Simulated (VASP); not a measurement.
# Na (P6_3/mmc) in VASP: relaxation of cell and atoms with RPBE

Aim: the relaxation of cell and atoms of Na with RPBE.

Program: VASP 6.6.1. These are calculated values, not measurements. Logs are shortened: lines on timing, memory, paths and dates and some standing lists are left out, and cuts for length are marked.

## Step 1: The cell of the first run

It takes space group P6_3/mmc (No. 194, hexagonal). The conventional cell has a = 3.764 Å, b = 3.764 Å, c = 12.293 Å, α = 90.00°, β = 90.00°, γ = 120.00°. Na (site symmetry -3m) has 12 Na at 3.76 Å within 4.9 Å. Within 4.9 Å of Na (site symmetry -6m2) lie 12 Na at 3.76 Å.

This isn't the form of Na at room conditions, which is bcc.

## Step 2: Relaxation of cell and atoms, RPBE

INCAR reads:

```
ALGO = Normal ; EDIFF = 1E-7
EDIFFG = -0.01 ; ENCUT = 600
GGA = RP ; IBRION = 2
ISIF = 3 ; ISMEAR = -1
LASPH = True ; LCHARG = False
LREAL = False ; LWAVE = False
NELM = 60 ; NSW = 80
PREC = Accurate ; SIGMA = 0.1
```

KPOINTS reads:

```
k-points
0
Gamma
  10 10 3
```

POSCAR reads:

```
Na
1.0
    3.7640418302      0.0000000000      0.0000000000
   -1.8820209151      3.2597558458      0.0000000000
    0.0000000000      0.0000000000     12.2933606174
Na
4
Direct
    0.0000000000      0.0000000000      0.0000000000
    0.0000000000      0.0000000000      0.5000000000
    0.3333333333      0.6666666667      0.2500000000
    0.6666666667      0.3333333333      0.7500000000
```

Potentials or basis: VASP PAW PBE potentials, release 64 (Na_pv).

Started as:

```sh
cat potpaw_PBE.64/Na_pv/POTCAR > POTCAR
mpirun -np 1 vasp_std > vasp.out
```

OUTCAR:

```text
EDIFF = 1E-7
   EDIFFG = -0.01
   ENCUT = 600
   GGA = RP
   IBRION = 2
   ISIF = 3
   ISMEAR = -1
   LASPH = True
   LREAL = False
   NELM = 60
   NSW = 80
   PREC = Accurate

 ion  position               nearest neighbor table
   1  0.000  0.000  0.000-
   2  0.000  0.000  0.500-
   3  0.333  0.667  0.250-
   4  0.667  0.333  0.750-

  LATTYP: Found a hexagonal cell.
 ALAT       =     3.7640418302
 C/A-ratio  =     3.2660000000

  Lattice vectors:

 A1 = (   3.7640418302,   0.0000000000,   0.0000000000)
 A2 = (  -1.8820209151,   3.2597558458,   0.0000000000)
 A3 = (   0.0000000000,   0.0000000000,  12.2933606174)

Analysis of symmetry for initial positions (statically):
=====================================================================
 Subroutine PRICEL returns:
 Original cell was already a primitive cell.

 Routine SETGRP: Setting up the symmetry group for a
 hexagonal supercell.

 Subroutine GETGRP returns: Found 24 space group operations
 (whereof 12 operations were pure point group operations)
 out of a pool of 24 trial point group operations.

The static configuration has the point symmetry D_3d.
 The point group associated with its full space group is D_6h.

Analysis of symmetry for dynamics (positions and initial velocities):
=====================================================================
 Subroutine PRICEL returns:
 Original cell was already a primitive cell.

 Routine SETGRP: Setting up the symmetry group for a
 hexagonal supercell.

 Subroutine GETGRP returns: Found 24 space group operations
 (whereof 12 operations were pure point group operations)
 out of a pool of 24 trial point group operations.

The dynamic configuration has the point symmetry D_3d.
 The point group associated with its full space group is D_6h.

 Subroutine INISYM returns: Found 24 space group operations
 (whereof 12 operations are pure point group operations),
 and found     1 'primitive' translations

----------------------------------------------------------------------------------------

                                     Primitive cell

  volume of cell :     150.8378

  direct lattice vectors                    reciprocal lattice vectors
     3.764041830  0.000000000  0.000000000     0.265671862  0.153385721  0.000000000
    -1.882020915  3.259755846  0.000000000     0.000000000  0.306771442  0.000000000
     0.000000000  0.000000000 12.293360617     0.000000000  0.000000000  0.081344722

  length of vectors
     3.764041830  3.764041830 12.293360617     0.306771442  0.306771442  0.081344722

  position of ions in fractional coordinates (direct lattice)
     0.000000000  0.000000000  0.000000000
     0.000000000  0.000000000  0.500000000
     0.333333333  0.666666667  0.250000000
     0.666666667  0.333333333  0.750000000

  ion indices of the primitive-cell ions
   primitive index   ion index
                 1           1
                 2           2
                 3           3
                 4           4

----------------------------------------------------------------------------------------

 KPOINTS: k-points

Automatic generation of k-mesh.
 Grid dimensions read from file:
 generate k-points for:   10   10    3

 Generating k-lattice:

  Cartesian coordinates                     Fractional coordinates (reciprocal lattice)
     0.026567186  0.015338572  0.000000000     0.100000000 -0.000000000  0.000000000
     0.000000000  0.030677144  0.000000000     0.000000000  0.100000000  0.000000000
     0.000000000  0.000000000  0.027114907     0.000000000  0.000000000  0.333333333

  Length of vectors
     0.030677144  0.030677144  0.027114907

  Shift w.r.t. Gamma in fractional coordinates (k-lattice)
     0.000000000  0.000000000  0.000000000

 Subroutine IBZKPT returns following result:
 ===========================================

 Found     28 irreducible k-points:

 Following reciprocal coordinates:
            Coordinates               Weight
  0.000000  0.000000  0.000000      1.000000
  0.100000  0.000000  0.000000      6.000000
  0.200000  0.000000  0.000000      6.000000
  0.300000  0.000000  0.000000      6.000000
  0.400000  0.000000  0.000000      6.000000
  0.500000  0.000000  0.000000      3.000000
[... 16 lines left out ...]
  0.300000  0.100000  0.333333     24.000000
  0.400000  0.100000  0.333333     24.000000
 [... further k-points ...]
   k-points           NKPTS =     28   k-points in BZ     NKDIM =     28   number of bands    NBANDS=     18
   number of dos      NEDOS =    301   number of ions     NIONS =      4
   total plane-waves  NPLWV =  88200
   dimension x,y,z NGX =    30 NGY =   30 NGZ =   98
   dimension x,y,z NGXF=    60 NGYF=   60 NGZF=  196
   ions per type =               4
   NGX,Y,Z   is equivalent  to a cutoff of  13.25, 13.25, 13.25 a.u.
   NGXF,Y,Z  is equivalent  to a cutoff of  26.50, 26.50, 26.51 a.u.
 SYSTEM =  unknown system
   PREC   = accura    normal or accurate (medium, high low for compatibility)
   ISTART =      0    job   : 0-new  1-cont  2-samecut
   ICHARG =      2    charge: 1-file 2-atom 10-const
   ISPIN  =      1    spin polarized calculation?
   LNONCOLLINEAR =      F non collinear calculations
   LSORBIT =      F    spin-orbit coupling
   LASPH  =      T    aspherical Exc in radial PAW
   ENCUT  =  600.0 eV  44.10 Ry    6.64 a.u.   7.52  7.52 24.55*2*pi/ulx,y,z
   NELM   =     60;   NELMIN=  2; NELMDL= -5     # of ELM steps
   EDIFF  = 0.1E-06   stopping-criterion for ELM
   LREAL  =      F    real-space projection
   EDIFFG = -.1E-01   stopping-criterion for IOM
   NSW    =     80    number of steps for IOM
   IBRION =      2    ionic relax: 0-MD 1-quasi-New 2-CG
   NFREE  =      1    steps in history (QN), initial steepest desc. (CG)
   ISIF   =      3    stress and relaxation
   ISYM   =      2    0-nonsym 1-usesym 2-fastsym
   POTIM  = 0.5000    time-step for ionic-motion
   TEBEG  =    0.0;   TEEND  =   0.0 temperature during run
   PSTRESS=    0.0 pullay stress
   NELECT =      28.0000    total number of electrons
   NUPDOWN=      -1.0000    fix difference up-down
   EMIN   =  10.00;   EMAX   =-10.00  energy-range for DOS
   EFERMI =   0.00;   METHOD = LEGACY
   ISMEAR =    -1;   SIGMA  =   0.10  broadening in eV -4-tet -1-fermi 0-gaus
   EFERMI_NEDOS =   21; number of points for ismear=-14 and -15
   IALGO  =     38    algorithm
   IMIX   =      4    mixing-type and parameters
     AMIX     =   0.40;   BMIX     =  1.00
     AMIX_MAG =   1.60;   BMIX_MAG =  1.00
  volume/ion in A,a.u.               =      37.71       254.48
  Fermi-wavevector in a.u.,A,eV,Ry     =   0.933879  1.764776 11.866059  0.872131
  Thomas-Fermi vector in A             =   2.060627
   LORBIT       =      0    0 simple, 1 ext, 2 COOP (PROOUT), +10 PAW based schemes
   GGA     = RP    functional components
   LHFCALC =     F    Hartree Fock is set to
   AEXX    =    0.0000 exact exchange contribution
   IVDW    =     0    specifies the selected vdW correction
   LEPSILON=     F    determine dielectric tensor
   LRPA    =     F    only Hartree local field effects (RPA)
 conjugate gradient relaxation of ions
 non-spin polarized calculation
  energy-cutoff  :      600.00
  volume of cell :      150.84
 maximum number of plane-waves:      5069
   NGX = 15   NGY = 15   NGZ = 49

--------------------------------------- Ionic step        1  -------------------------------------------

 number of electron      27.9999986 magnetization

 Free energy of the ion-electron system (eV)
  ---------------------------------------------------
  ext. energy  EPLUGINS =         0.00000000
  ---------------------------------------------------
  free energy    TOTEN  =        -4.81057650 eV

  energy without entropy =       -4.75039195  energy(sigma->0) =       -4.78048422

------------------------ aborting loop because EDIFF is reached ----------------------------------------

  FORCE on cell =-STRESS in cart. coord.  units (eV):
  Direction    XX          YY          ZZ          XY          YZ          ZX
  --------------------------------------------------------------------------------------
  -------------------------------------------------------------------------------------
  Total        0.3751572      0.3751572      0.3148393      0.0000000      0.0000000      0.0000000
  in kB        3.9848656      3.9848656      3.3441779      0.0000000      0.0000000      0.0000000
  external PRESSURE =       3.7713031 kB  Pullay stress =       0.0000000 kB

 VOLUME and BASIS-vectors are now :
 -----------------------------------------------------------------------------
  energy-cutoff  :      600.00
  volume of cell :      150.84
      direct lattice vectors                 reciprocal lattice vectors
     3.764041830  0.000000000  0.000000000     0.265671862  0.153385721  0.000000000
    -1.882020915  3.259755846  0.000000000     0.000000000  0.306771442  0.000000000
     0.000000000  0.000000000 12.293360617     0.000000000  0.000000000  0.081344722
[... 39 lines left out ...]
 POSITION                                       TOTAL-FORCE (eV/Angst)
 -----------------------------------------------------------------------------------
      3.78107      0.00000     12.34004         0.000000      0.000000     -0.000000
      3.78107      0.00000      6.17002         0.000000      0.000000     -0.000000
     -0.00000      2.18300      3.08501        -0.000000      0.000000      0.000000
      1.89054      1.09150      9.25503         0.000000     -0.000000      0.000000
 -----------------------------------------------------------------------------------
    total drift:                                0.000000      0.000000      0.000000

  FREE ENERGIE OF THE ION-ELECTRON SYSTEM (eV)
  ---------------------------------------------------
  free  energy   TOTEN  =        -4.8145763618 eV

  energy  without entropy=       -4.7539758093  energy(sigma->0) =       -4.78427609

--------------------------------------- Ionic step        3  -------------------------------------------

 number of electron      27.9999979 magnetization

 Free energy of the ion-electron system (eV)
  ---------------------------------------------------
  ext. energy  EPLUGINS =         0.00000000
  ---------------------------------------------------
  free energy    TOTEN  =        -4.81952747 eV

  energy without entropy =       -4.75765351  energy(sigma->0) =       -4.78859049

 E-fermi :   0.2259     XC(G=0):  -6.2173

 val. band max:        0.2136183171   @ k =   0.1000   0.1000   0.3333
 cond. band min:       0.2704867343   @ k =   0.4000   0.0000   0.0000
 fundamental gap:      0.0568684172
 Fermi energy:         0.2259337411

 k-point     1 :       0.0000    0.0000    0.0000
  band No.  band energies     occupation
      1     -24.7237      2.00000
      2     -24.7105      2.00000
      3     -24.7100      2.00000
      4     -24.7005      2.00000
      5     -24.7005      2.00000
      6     -24.6986      2.00000
[... 10 lines left out ...]
     17       1.1897      0.00013
     18       5.5818      0.00000
[... 463 lines left out ...]
 k-point    24 :       0.4000    0.1000    0.3333
  band No.  band energies     occupation
      1     -24.7214      2.00000
      2     -24.7208      2.00000
      3     -24.7190      2.00000
      4     -24.7182      2.00000
      5     -24.7092      2.00000
      6     -24.7080      2.00000
[... 10 lines left out ...]
     17       1.9219      0.00000
     18       2.6029      0.00000

 [... further k-points ...]

------------------------ aborting loop because EDIFF is reached ----------------------------------------

  FORCE on cell =-STRESS in cart. coord.  units (eV):
  Direction    XX          YY          ZZ          XY          YZ          ZX
  --------------------------------------------------------------------------------------
  -------------------------------------------------------------------------------------
  Total        0.0055291      0.0055291     -0.0220274      0.0000000      0.0000000     -0.0000000
  in kB        0.0558119      0.0558119     -0.2223501      0.0000000      0.0000000     -0.0000000
  external PRESSURE =      -0.0369088 kB  Pullay stress =       0.0000000 kB

 VOLUME and BASIS-vectors are now :
 -----------------------------------------------------------------------------
  energy-cutoff  :      600.00
  volume of cell :      158.72
      direct lattice vectors                 reciprocal lattice vectors
     3.832165631  0.000000000  0.000000000     0.260949055  0.150659007 -0.000000000
    -1.916082815  3.318752788  0.000000000    -0.000000000  0.301318014  0.000000000
     0.000000000  0.000000000 12.480080576     0.000000000  0.000000000  0.080127688

 POSITION                                       TOTAL-FORCE (eV/Angst)
 -----------------------------------------------------------------------------------
     -0.00000      0.00000      0.00000         0.000000      0.000000     -0.000000
      0.00000      0.00000      6.24004         0.000000      0.000000     -0.000000
     -0.00000      2.21250      3.12002        -0.000000      0.000000      0.000000
      1.91608      1.10625      9.36006         0.000000     -0.000000     -0.000000
 -----------------------------------------------------------------------------------
    total drift:                                0.000000      0.000000      0.000000

  FREE ENERGIE OF THE ION-ELECTRON SYSTEM (eV)
  ---------------------------------------------------
  free  energy   TOTEN  =        -4.8195274743 eV

  energy  without entropy=       -4.7576535149  energy(sigma->0) =       -4.78859049

 reached required accuracy - stopping structural energy minimisation
```

Run time: 2.4 min. Hardware: 1 thread of Intel Xeon Platinum 8259CL at 2.50GHz (Skylake/Cascade Lake), shared host; peak memory 0.31 GiB.

What came out:

- Free energy: -4.8195 eV
- Relaxed volume: 39.68 Å³/atom
- Relaxed cell: a = 3.832 Å, b = 3.832 Å, c = 12.480 Å, α = 90.00°, β = 90.00°, γ = 120.00°
- Space group after relaxing (to 0.1 Å): P6_3/mmc (No. 194)
- Energy gained by relaxing: 2.2 meV/atom
- Ionic steps: 3
- Pressure after relaxing: 0.0 GPa
- Band gap on the k mesh: zero (bands 14 and 15 overlap by 3.55 eV)

Step by step:
| step | energy change (eV) | largest force (eV/Å) | pressure (GPa) | volume (Å³) |
| --- | --- | --- | --- | --- |
| 1 | 0.0000 | 0.0000 | 0.38 | 150.84 |
| 2 | -0.0040 | 0.0000 | 0.29 | 152.78 |
| 3 | -0.0090 | 0.0000 | 0.00 | 158.72 |

Final structure:
```
Na
1.0
     3.83217    0.00000    0.00000
    -1.91608    3.31875    0.00000
     0.00000    0.00000   12.48008
Na
4
Direct
  0.00000 0.00000 0.00000
  0.00000 0.00000 0.50000
  0.33333 0.66667 0.25000
  0.66667 0.33333 0.75000
```

Caveat: the PAW data sets were made with another functional, which shifts forces and pressure a little.
